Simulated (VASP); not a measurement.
A run of VASP 6.6.1:

INCAR

```
PREC = Accurate ; ENCUT = 520
EDIFF = 1E-6 ; ISMEAR = -1
SIGMA = 0.15 ; LREAL = False
LASPH = True ; NELM = 100
ALGO = Normal ; ISIF = 2
LWAVE = False ; LCHARG = False
GGA = PE ; NBANDS = 8
```

The input KPOINTS:

```
Automatic mesh
0
Gamma
  20 20 20
```

The input POSCAR:

```
Sb
1.0
    3.1103578946      0.0000000000      0.0000000000
    0.0000000000      3.1103578946      0.0000000000
    0.0000000000      0.0000000000      3.1103578946
Sb
1
Direct
    0.5000000000      0.5000000000      0.5000000000
```

Potentials or basis: VASP PAW PBE potentials, release 64 (Sb).

The run is started by

```console
$ cat potpaw_PBE.64/Sb/POTCAR > POTCAR
$ mpirun -np 1 vasp_std > vasp.out
```

Hardware: 1 thread of AMD EPYC 7R13, with other jobs on the host.

Question: How long does it take, and how much memory?

Answer: Run time: 58 s on 1 thread of AMD EPYC 7R13, on a shared host, peak memory 0.16 GiB. Counts: scf iterations 10, k points 286.
